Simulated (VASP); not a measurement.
AlNi: single point with PBEsol

AlNi:

```
Al Ni
1.0
     2.88719    0.00000    0.00000
     0.00000    2.88719    0.00000
     0.00000    0.00000    2.83041
Al Ni
1 1
Direct
  0.00000 0.00000 0.00000
  0.50000 0.50000 0.50000
```

This cell differs from its parent crystal: biaxial strain in the a-b plane: +1.0 %, then relaxed in part.

```
Program                : VASP 6.6.1
Task                   : single point
Functional             : PBEsol
Potentials or basis    : VASP PAW PBE potentials, release 64 (Al, Ni)
Cutoff                 : 520 eV
k mesh                 : 18 × 18 × 18
Occupations            : gaussian, width 0.1 eV
Spin                   : no spin polarisation
Dipole correction      : no
Further INCAR settings : ALGO = Fast; EDIFF = 1e-06; NBANDS = 14
```

```yaml
Pressure: -1.1 GPa
```

Stress tensor (GPa, compression positive):
```
-1.62  0.00  0.00
 0.00 -1.62  0.00
 0.00  0.00 -0.04
```

Levels at points of the mesh, in eV from the Fermi level:
```
           k point  band 3  band 4  band 5  band 6  band 7  band 8  band 9  band 10  band 11  band 12
(0.00, 0.00, 0.00)   -3.30   -1.61   -1.55   -1.55    5.31    5.31    6.03     8.10     8.25    13.98
(0.50, 0.00, 0.00)   -2.83   -2.33   -2.22   -1.47   -0.71    8.30    9.80    10.48    10.76    11.36
(0.50, 0.50, 0.00)   -3.01   -3.01   -2.06   -2.06   -1.07    1.35    2.44    12.76    15.52    15.52
(0.00, 0.00, 0.50)   -2.79   -2.33   -2.33   -1.51   -0.56    8.31    9.88     9.88    10.97    10.97
(0.50, 0.00, 0.50)   -2.93   -2.83   -2.16   -2.14   -1.02    1.55    2.62    12.27    14.98    15.19
(0.50, 0.50, 0.50)   -4.17   -1.03   -0.98    1.95    1.95    1.99    3.84     4.39     4.60     4.60
```

Run time: 92 s on 1 thread of AMD EPYC 9R45 96-Core Processor (Zen 5), on a shared host, peak memory 0.26 GiB.

Caveat: the cell differs from its parent crystal (biaxial strain in the a-b plane: +1.0 %, then relaxed in part); the PAW data sets were made with another functional, which shifts forces and pressure a little. Spin polarisation is off, so any magnetic state and its effect on volume and gap are missing.
